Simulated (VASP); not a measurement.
Input of a VASP 6.6.1 run:

INCAR

```
SYSTEM = Sc
PREC = Accurate
ENCUT = 520
EDIFF = 1E-6
ISMEAR = -1
SIGMA = 0.05
LREAL = .FALSE.
LASPH = .TRUE.
NELM = 80
ALGO = Normal
ISIF = 2
LWAVE = .FALSE.
LCHARG = .FALSE.
GGA = CA
NBANDS = 24
```

KPOINTS

```
Automatic mesh
0
G
  8 8 11
  0 0 0
```

The input POSCAR:

```
Sc
1.0
    4.5110823561      0.0000000000      0.0000000000
   -2.2555411780      3.9067119189      0.0000000000
    0.0000000000      0.0000000000      2.7204582152
Sc
3
Direct
    0.0000000000      0.0000000000      0.0000000000
    0.3333333333      0.6666666667      0.5000000000
    0.6666666667      0.3333333333      0.5000000000
```

Potentials or basis: VASP PAW LDA potentials, release 64 (Sc_sv).

The run is started by

```sh
$ cat potpaw_LDA.64/Sc_sv/POTCAR > POTCAR
$ mpirun -np 1 vasp_std > vasp.out
```

(1) Predict the pressure.

## Answers

(1) 32.5 GPa.
